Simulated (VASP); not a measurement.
# Pr4Hg (Fm-3m) in VASP: relaxation of cell and atoms with PBE

Aim: the relaxation of cell and atoms of Pr4Hg with PBE.

Program: VASP 6.6.1. These are calculated values, not measurements. Logs are shortened: lines on timing, memory, paths and dates and some standing lists are left out, and cuts for length are marked.

## Step 1: The cell of the first run

Symmetry: Fm-3m, No. 225, cubic system. The conventional cell has a = 10.912 Å, b = 10.912 Å, c = 10.912 Å, α = 90.00°, β = 90.00°, γ = 90.00°. Within 3.5 Å of Pr (site symmetry 4mm) lie 2 Hg at 2.68 to 2.78 Å. Within 5.1 Å of Pr (site symmetry -43m) lie 12 Pr at 3.86 Å and 8 Hg at 4.73 Å. Within 3.7 Å of Hg (site symmetry m-3m) lie 6 Pr at 2.78 Å. Hg (site symmetry m-3m) has 6 Pr at 2.68 Å within 3.5 Å.

The cell was generated, and may not be a known phase.

## Step 2: Relaxation of cell and atoms, PBE

Input file INCAR:

```
SYSTEM = Pr4Hg
  PREC = Accurate
  ENCUT = 500
  EDIFF = 1E-7
  ISMEAR = 0
  SIGMA = 0.2
  LREAL = .False.
  LASPH = .True.
  NELM = 200
  ALGO = Normal
  ISIF = 3
  LWAVE = .False.
  LCHARG = .False.
  GGA = PE
  IBRION = 2
  NSW = 36
  EDIFFG = -0.08
  GGA_COMPAT = .False.
  NELMIN = 4
  LMAXMIX = 6
```

Input file KPOINTS:

```
Automatic mesh
0
Gamma
  3 3 3
  0 0 0
```

Input file POSCAR:

```
Pr4Hg
1.0
    0.0000000000      5.4561782000      5.4561782000
    5.4561782000      0.0000000000      5.4561782000
    5.4561782000      5.4561782000      0.0000000000
Pr Hg
8 2
Direct
    0.7455091700      0.2544908300      0.2544908300
    0.2544908300      0.7455091700      0.7455091700
    0.2544908300      0.7455091700      0.2544908300
    0.7455091700      0.2544908300      0.7455091700
    0.2544908300      0.2544908300      0.7455091700
    0.7455091700      0.7455091700      0.2544908300
    0.2500000000      0.2500000000      0.2500000000
    0.7500000000      0.7500000000      0.7500000000
    0.0000000000      0.0000000000      0.0000000000
    0.5000000000      0.5000000000      0.5000000000
```

Potentials or basis: VASP PAW PBE potentials, release 64 (Pr_3, Hg), 4f in core.

Run with:

```bash
$ cat potpaw_PBE.64/Pr_3/POTCAR potpaw_PBE.64/Hg/POTCAR > POTCAR
$ mpirun -np 1 vasp_std > vasp.out
```

OUTCAR:

```text
SYSTEM = Pr4Hg
   PREC = Accurate
   ENCUT = 500
   EDIFF = 1E-7
   ISMEAR = 0
   LREAL = .False.
   LASPH = .True.
   NELM = 200
   ISIF = 3
   GGA = PE
   IBRION = 2
   NSW = 36
   EDIFFG = -0.08
   NELMIN = 4

 ion  position               nearest neighbor table
   1  0.746  0.254  0.254-  10 2.68   9 2.78   5 3.79   6 3.79   3 3.79   4 3.79   7 3.86   7 3.86
                             8 3.86   8 3.86   4 3.93   3 3.93   6 3.93   5 3.93
   2  0.254  0.746  0.746-  10 2.68   9 2.78   5 3.79   6 3.79   3 3.79   4 3.79   8 3.86   7 3.86
                             7 3.86   8 3.86   3 3.93   4 3.93   6 3.93   5 3.93
   3  0.254  0.746  0.254-  10 2.68   9 2.78   5 3.79   6 3.79   1 3.79   2 3.79   7 3.86   7 3.86
                             8 3.86   8 3.86   5 3.93   1 3.93   6 3.93   2 3.93
   4  0.746  0.254  0.746-  10 2.68   9 2.78   5 3.79   6 3.79   1 3.79   2 3.79   8 3.86   7 3.86
                             7 3.86   8 3.86   5 3.93   2 3.93   6 3.93   1 3.93
   5  0.254  0.254  0.746-  10 2.68   9 2.78   3 3.79   4 3.79   1 3.79   2 3.79   7 3.86   7 3.86
                             8 3.86   8 3.86   3 3.93   1 3.93   4 3.93   2 3.93
   6  0.746  0.746  0.254-  10 2.68   9 2.78   3 3.79   4 3.79   1 3.79   2 3.79   8 3.86   7 3.86
                             7 3.86   8 3.86   2 3.93   1 3.93   3 3.93   4 3.93
   7  0.250  0.250  0.250-   1 3.86   3 3.86   5 3.86   2 3.86   4 3.86   5 3.86   2 3.86   3 3.86
                             6 3.86   1 3.86   4 3.86   6 3.86
   8  0.750  0.750  0.750-   2 3.86   3 3.86   5 3.86   1 3.86   4 3.86   5 3.86   1 3.86   3 3.86
                             6 3.86   2 3.86   4 3.86   6 3.86
   9  0.000  0.000  0.000-   1 2.78   2 2.78   3 2.78   4 2.78   5 2.78   6 2.78
  10  0.500  0.500  0.500-   1 2.68   2 2.68   3 2.68   4 2.68   5 2.68   6 2.68

  LATTYP: Found a face centered cubic cell.
 ALAT       =    10.9123564000

  Lattice vectors:

 A1 = (   0.0000000000,   5.4561782000,   5.4561782000)
 A2 = (   5.4561782000,   0.0000000000,   5.4561782000)
 A3 = (   5.4561782000,   5.4561782000,   0.0000000000)

Analysis of symmetry for initial positions (statically):
=====================================================================
 Subroutine PRICEL returns:
 Original cell was already a primitive cell.

 Routine SETGRP: Setting up the symmetry group for a
 face centered cubic supercell.

 Subroutine GETGRP returns: Found 48 space group operations
 (whereof 48 operations were pure point group operations)
 out of a pool of 48 trial point group operations.

The static configuration has the point symmetry O_h .

Analysis of symmetry for dynamics (positions and initial velocities):
=====================================================================
 Subroutine PRICEL returns:
 Original cell was already a primitive cell.

 Routine SETGRP: Setting up the symmetry group for a
 face centered cubic supercell.

 Subroutine GETGRP returns: Found 48 space group operations
 (whereof 48 operations were pure point group operations)
 out of a pool of 48 trial point group operations.

The dynamic configuration has the point symmetry O_h .

 Subroutine INISYM returns: Found 48 space group operations
 (whereof 48 operations are pure point group operations),
 and found     1 'primitive' translations

----------------------------------------------------------------------------------------

                                     Primitive cell

  volume of cell :     324.8595

  direct lattice vectors                    reciprocal lattice vectors
     0.000000000  5.456178200  5.456178200    -0.091639236  0.091639236  0.091639236
     5.456178200  0.000000000  5.456178200     0.091639236 -0.091639236  0.091639236
     5.456178200  5.456178200  0.000000000     0.091639236  0.091639236 -0.091639236

  length of vectors
     7.716201209  7.716201209  7.716201209     0.158723812  0.158723812  0.158723812

  position of ions in fractional coordinates (direct lattice)
     0.745509170  0.254490830  0.254490830
     0.254490830  0.745509170  0.745509170
     0.254490830  0.745509170  0.254490830
     0.745509170  0.254490830  0.745509170
     0.254490830  0.254490830  0.745509170
     0.745509170  0.745509170  0.254490830
     0.250000000  0.250000000  0.250000000
     0.750000000  0.750000000  0.750000000
     0.000000000  0.000000000  0.000000000
     0.500000000  0.500000000  0.500000000

  ion indices of the primitive-cell ions
   primitive index   ion index
                 1           1
                 2           2
                 3           3
                 4           4
                 5           5
                 6           6
                 7           7
                 8           8
                 9           9
                10          10

----------------------------------------------------------------------------------------

 KPOINTS: Automatic mesh

Automatic generation of k-mesh.
 Grid dimensions read from file:
 generate k-points for:    3    3    3

 Generating k-lattice:

  Cartesian coordinates                     Fractional coordinates (reciprocal lattice)
    -0.030546412  0.030546412  0.030546412     0.333333333  0.000000000  0.000000000
     0.030546412 -0.030546412  0.030546412     0.000000000  0.333333333  0.000000000
     0.030546412  0.030546412 -0.030546412     0.000000000  0.000000000  0.333333333

  Length of vectors
     0.052907937  0.052907937  0.052907937

  Shift w.r.t. Gamma in fractional coordinates (k-lattice)
     0.000000000  0.000000000  0.000000000

 Subroutine IBZKPT returns following result:
 ===========================================

 Found      4 irreducible k-points:

 Following reciprocal coordinates:
            Coordinates               Weight
  0.000000  0.000000  0.000000      1.000000
  0.333333  0.000000  0.000000      8.000000
  0.333333  0.333333  0.000000      6.000000
 -0.333333  0.333333  0.000000     12.000000
   k-points           NKPTS =      4   k-points in BZ     NKDIM =      4   number of bands    NBANDS=     67
   number of dos      NEDOS =    301   number of ions     NIONS =     10
   total plane-waves  NPLWV = 175616
   dimension x,y,z NGX =    56 NGY =   56 NGZ =   56
   dimension x,y,z NGXF=   112 NGYF=  112 NGZF=  112
   ions per type =               8   2
   NGX,Y,Z   is equivalent  to a cutoff of  12.07, 12.07, 12.07 a.u.
   NGXF,Y,Z  is equivalent  to a cutoff of  24.13, 24.13, 24.13 a.u.
 SYSTEM =  Pr4Hg
   PREC   = accura    normal or accurate (medium, high low for compatibility)
   ISTART =      0    job   : 0-new  1-cont  2-samecut
   ICHARG =      2    charge: 1-file 2-atom 10-const
   ISPIN  =      1    spin polarized calculation?
   LNONCOLLINEAR =      F non collinear calculations
   LSORBIT =      F    spin-orbit coupling
   LASPH  =      T    aspherical Exc in radial PAW
   ENCUT  =  500.0 eV  36.75 Ry    6.06 a.u.  14.07 14.07 14.07*2*pi/ulx,y,z
   NELM   =    200;   NELMIN=  4; NELMDL= -5     # of ELM steps
   EDIFF  = 0.1E-06   stopping-criterion for ELM
   LREAL  =      F    real-space projection
   EDIFFG = -.8E-01   stopping-criterion for IOM
   NSW    =     36    number of steps for IOM
   IBRION =      2    ionic relax: 0-MD 1-quasi-New 2-CG
   NFREE  =      1    steps in history (QN), initial steepest desc. (CG)
   ISIF   =      3    stress and relaxation
   ISYM   =      2    0-nonsym 1-usesym 2-fastsym
   POTIM  = 0.5000    time-step for ionic-motion
   TEBEG  =    0.0;   TEEND  =   0.0 temperature during run
   PSTRESS=    0.0 pullay stress
   NELECT =     112.0000    total number of electrons
   NUPDOWN=      -1.0000    fix difference up-down
   EMIN   =  10.00;   EMAX   =-10.00  energy-range for DOS
   EFERMI =   0.00;   METHOD = LEGACY
   ISMEAR =     0;   SIGMA  =   0.20  broadening in eV -4-tet -1-fermi 0-gaus
   EFERMI_NEDOS =   21; number of points for ismear=-14 and -15
   IALGO  =     38    algorithm
   IMIX   =      4    mixing-type and parameters
     AMIX     =   0.40;   BMIX     =  1.00
     AMIX_MAG =   1.60;   BMIX_MAG =  1.00
  volume/ion in A,a.u.               =      32.49       219.23
  Fermi-wavevector in a.u.,A,eV,Ry     =   1.147931  2.169274 17.929004  1.317745
  Thomas-Fermi vector in A             =   2.284608
   LORBIT       =      0    0 simple, 1 ext, 2 COOP (PROOUT), +10 PAW based schemes
   GGA     = PE    functional components
   LHFCALC =     F    Hartree Fock is set to
   AEXX    =    0.0000 exact exchange contribution
   IVDW    =     0    specifies the selected vdW correction
   LEPSILON=     F    determine dielectric tensor
   LRPA    =     F    only Hartree local field effects (RPA)
 conjugate gradient relaxation of ions
 non-spin polarized calculation
 Gauss-broadening in eV      SIGMA  =   0.20
  energy-cutoff  :      500.00
  volume of cell :      324.86
 maximum number of plane-waves:      8291
   NGX = 29   NGY = 29   NGZ = 29

--------------------------------------- Ionic step        1  -------------------------------------------

 number of electron     111.9999997 magnetization

 Free energy of the ion-electron system (eV)
  ---------------------------------------------------
  ext. energy  EPLUGINS =         0.00000000
  ---------------------------------------------------
  free energy    TOTEN  =       -32.77291023 eV

  energy without entropy =      -32.47355851  energy(sigma->0) =      -32.62323437

 E-fermi :   3.8197     XC(G=0):  -9.8271

 val. band max:        3.7227641235   @ k =  -0.3333   0.3333   0.0000
 cond. band min:       3.8680137795   @ k =   0.3333   0.3333   0.0000
 fundamental gap:      0.1452496559
 Fermi energy:         3.8196846893

 k-point     1 :       0.0000    0.0000    0.0000
  band No.  band energies     occupation
      1     -32.8510      2.00000
      2     -32.8437      2.00000
      3     -32.5265      2.00000
      4     -32.4606      2.00000
      5     -32.4606      2.00000
      6     -32.4606      2.00000
[... 467 lines left out ...]
 POSITION                                       TOTAL-FORCE (eV/Angst)
 -----------------------------------------------------------------------------------
      2.95883      5.90249      5.90249        -0.080476      0.000000     -0.000000
      8.84616      5.90249      5.90249         0.080476      0.000000     -0.000000
      5.90249      2.95883      5.90249         0.000000     -0.080476     -0.000000
      5.90249      8.84616      5.90249         0.000000      0.080476     -0.000000
      5.90249      5.90249      2.95883         0.000000      0.000000     -0.080476
      5.90249      5.90249      8.84616         0.000000      0.000000      0.080476
      2.95125      2.95125      2.95125        -0.000000     -0.000000     -0.000000
      8.85374      8.85374      8.85374         0.000000      0.000000     -0.000000
      0.00000      5.90249      5.90249         0.000000      0.000000     -0.000000
      5.90249      5.90249      5.90249        -0.000000     -0.000000     -0.000000
 -----------------------------------------------------------------------------------
    total drift:                                0.000000     -0.000000      0.000000

  FREE ENERGIE OF THE ION-ELECTRON SYSTEM (eV)
  ---------------------------------------------------
  free  energy   TOTEN  =       -36.1646266453 eV

  energy  without entropy=      -35.7805191297  energy(sigma->0) =      -35.97257289

--------------------------------------- Ionic step        6  -------------------------------------------

 number of electron     112.0000003 magnetization

 Free energy of the ion-electron system (eV)
  ---------------------------------------------------
  ext. energy  EPLUGINS =         0.00000000
  ---------------------------------------------------
  free energy    TOTEN  =       -36.16583268 eV

  energy without entropy =      -35.78204280  energy(sigma->0) =      -35.97393774

 E-fermi :   2.5804     XC(G=0):  -8.8787

 val. band max:        2.5738473097   @ k =   0.3333   0.3333   0.0000
 cond. band min:       2.6128039343   @ k =  -0.3333   0.3333   0.0000
 fundamental gap:      0.0389566246
 Fermi energy:         2.5803805828

 k-point     1 :       0.0000    0.0000    0.0000
  band No.  band energies     occupation
      1     -34.6645      2.00000
      2     -34.6638      2.00000
      3     -34.2656      2.00000
      4     -34.2437      2.00000
      5     -34.2437      2.00000
      6     -34.2437      2.00000
[... 291 lines left out ...]
 POSITION                                       TOTAL-FORCE (eV/Angst)
 -----------------------------------------------------------------------------------
      2.95155      5.90000      5.90000        -0.016533     -0.000000     -0.000000
      8.84845      5.90000      5.90000         0.016533     -0.000000     -0.000000
      5.90000      2.95155      5.90000         0.000000     -0.016533     -0.000000
      5.90000      8.84845      5.90000         0.000000      0.016533     -0.000000
      5.90000      5.90000      2.95155         0.000000     -0.000000     -0.016533
      5.90000      5.90000      8.84845         0.000000     -0.000000      0.016533
      2.95000      2.95000      2.95000        -0.000000     -0.000000     -0.000000
      8.85000      8.85000      8.85000         0.000000      0.000000     -0.000000
      0.00000      0.00000      0.00000         0.000000     -0.000000     -0.000000
      5.90000      5.90000      5.90000         0.000000      0.000000     -0.000000
 -----------------------------------------------------------------------------------
    total drift:                               -0.000000      0.000000      0.000000

  FREE ENERGIE OF THE ION-ELECTRON SYSTEM (eV)
  ---------------------------------------------------
  free  energy   TOTEN  =       -36.1658326794 eV

  energy  without entropy=      -35.7820428031  energy(sigma->0) =      -35.97393774

 reached required accuracy - stopping structural energy minimisation
```

Wall time 8.3 min (1 thread of AMD EPYC 9R45 (Zen 5), shared host); peak memory 0.45 GiB.

Results:

```
Free energy                           : -36.1658 eV
Relaxed volume                        : 41.08 Å³/atom
Relaxed cell                          : a = 8.344 Å, b = 8.344 Å, c = 8.344 Å, α = 60.00°, β = 60.00°, γ = 60.00°
Space group after relaxing (to 0.1 Å) : Pm-3m (No. 221)
Energy gained by relaxing             : 339.3 meV/atom
Ionic steps                           : 6
Pressure after relaxing               : 0.2 GPa
Largest force after relaxing          : 0.017 eV/Å
Band gap on the k mesh                : zero (bands 56 and 57 overlap by 0.12 eV)
```

Forces on the atoms (eV/Å):
```
Pr  -0.017  0.000  0.000
Pr   0.017  0.000  0.000
Pr   0.000 -0.017  0.000
Pr   0.000  0.017  0.000
Pr   0.000  0.000 -0.017
Pr   0.000  0.000  0.017
Pr   0.000  0.000  0.000
Pr   0.000  0.000  0.000
Hg   0.000  0.000  0.000
Hg   0.000  0.000  0.000
```

The path:
| step | energy change (eV) | largest force (eV/Å) | pressure (GPa) | volume (Å³) |
| --- | --- | --- | --- | --- |
| 1 | 0.0000 | 1.2153 | 14.51 | 324.86 |
| 2 | -2.3173 | 0.0536 | -4.26 | 483.70 |
| 3 | -3.3894 | 0.1278 | -0.07 | 413.67 |
| 4 | -3.3886 | 0.1373 | 0.11 | 411.75 |
| 5 | -3.3917 | 0.0805 | 0.15 | 411.28 |
| 6 | -3.3929 | 0.0165 | 0.19 | 410.76 |

Final structure:
```xyz
10
Lattice="0.0000 5.9000 5.9000 5.9000 0.0000 5.9000 5.9000 5.9000 0.0000" Properties=species:S:1:pos:R:3 pbc="T T T"
Pr    2.9515    5.9000    5.9000
Pr    8.8485    5.9000    5.9000
Pr    5.9000    2.9515    5.9000
Pr    5.9000    8.8485    5.9000
Pr    5.9000    5.9000    2.9515
Pr    5.9000    5.9000    8.8485
Pr    2.9500    2.9500    2.9500
Pr    8.8500    8.8500    8.8500
Hg    0.0000    0.0000    0.0000
Hg    5.9000    5.9000    5.9000
```

Caveat: the volume moved by over 15 % at a fixed basis, so the end points are rough; spin-orbit coupling is left out, which moves the levels of the heavy elements; the 4f electrons are frozen in the core, so they carry no moment and show no levels. Spin polarisation is off, so any magnetic state and its effect on volume and gap are missing.

The gap in the log of VASP goes by the Fermi energy; the results here count the filled bands.